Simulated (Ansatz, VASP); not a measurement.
# One calculation of ZnS, two programs

The input INCAR:

```
ALGO     = Normal         # electronic algorithm
EDIFF    = 1E-7           # SCF threshold, eV
ENCUT    = 520            # plane-wave cutoff, eV
GGA      = PE             # functional
ISIF     = 2              # what is computed and relaxed
ISMEAR   = 0              # smearing method
LASPH    = T              # aspherical terms in the spheres
LCHARG   = T              # write CHGCAR
LELF     = T              # ELF
LREAL    = F              # projectors in reciprocal space
LVHAR    = T            
LWAVE    = F              # write WAVECAR
NBANDS   = 46             # bands
NELM     = 80             # most SCF steps
PREC     = Accurate       # precision mode
SIGMA    = 0.05           # smearing width, eV
```

The input KPOINTS:

```
k-points
0
Gamma
  8 8 2
```

File POSCAR:

```
ZnS
1.0
   -3.8467234434      0.0000000000      0.0000000000
   -1.9233617217     -3.3313602233      0.0000000000
    0.0000000000      0.0000000000     13.3402250239
Zn S
4 4
Direct
    0.0000000000      0.0000000000      0.6193553351
    0.0000000000      0.0000000000      0.1474658054
    0.3333333333      0.3333333333      0.8552757191
    0.6666666667      0.6666666667      0.3833861894
    0.0000000000      0.0000000000      0.7960679135
    0.0000000000      1.0000000000      0.3241783839
    0.3333333333      0.3333333333      0.0885599247
    0.6666666667      0.6666666667      0.5604494544
```

Input for Ansatz:

```yaml
crystal:
  lattice:
    - [-3.8467234434, 0.0, 0.0]
    - [-1.9233617217, -3.3313602233, 0.0]
    - [0.0, 0.0, 13.3402250239]
  atoms:
    - { symbol: Zn, position: [0.0, 0.0, 0.6193553351] }
    - { symbol: Zn, position: [0.0, 0.0, 0.1474658054] }
    - { symbol: Zn, position: [0.3333333333, 0.3333333333, 0.8552757191] }
    - { symbol: Zn, position: [0.6666666667, 0.6666666667, 0.3833861894] }
    - { symbol: S, position: [0.0, 0.0, 0.7960679135] }
    - { symbol: S, position: [0.0, 1.0, 0.3241783839] }
    - { symbol: S, position: [0.3333333333, 0.3333333333, 0.0885599247] }
    - { symbol: S, position: [0.6666666667, 0.6666666667, 0.5604494544] }
basis:
  ecutwfc: 420
kpoints:
  mp_grid: { grid: [8, 8, 2] }
hamiltonian:
  xc: pbe
scf:
  occupations: { method: gaussian, width: 0.05 }
output:
  forces: true
  stress: true
  eigenvalues: true
```

Alike in both runs: task single point; functional PBE; k mesh 8 × 8 × 2; occupations gaussian, width 0.05 eV; no spin polarisation.

|  | VASP | Ansatz |
| --- | --- | --- |
| version | VASP 6.6.1 | Ansatz 0.2.0 |
| potentials or method | VASP PAW PBE potentials, release 64 (Zn, S), cutoff 520 eV | scalar-relativistic, plane waves, PAW |
| valence electrons in the cell | 72 | 72 |

Ansatz gave:

```
gap on the k mesh at the Fermi level (eV)                     : 0.84
least direct gap on the mesh (eV)                             : 0.84
pressure (GPa)                                                : -1.4
traceless stress, the component that is largest in VASP (GPa) : -1.32
rms of the force components (eV/Å)                            : 0.306
```

Task: What did VASP give for the same quantities?

Result: gap on the k mesh at the Fermi level (eV): 0.84; least direct gap on the mesh (eV): 0.84; pressure (GPa): -1.2; traceless stress, the component that is largest in VASP (GPa): -1.34; rms of the force components (eV/Å): 0.309.

Atom by atom the forces differ by 0.004 eV/Å (rms over components).
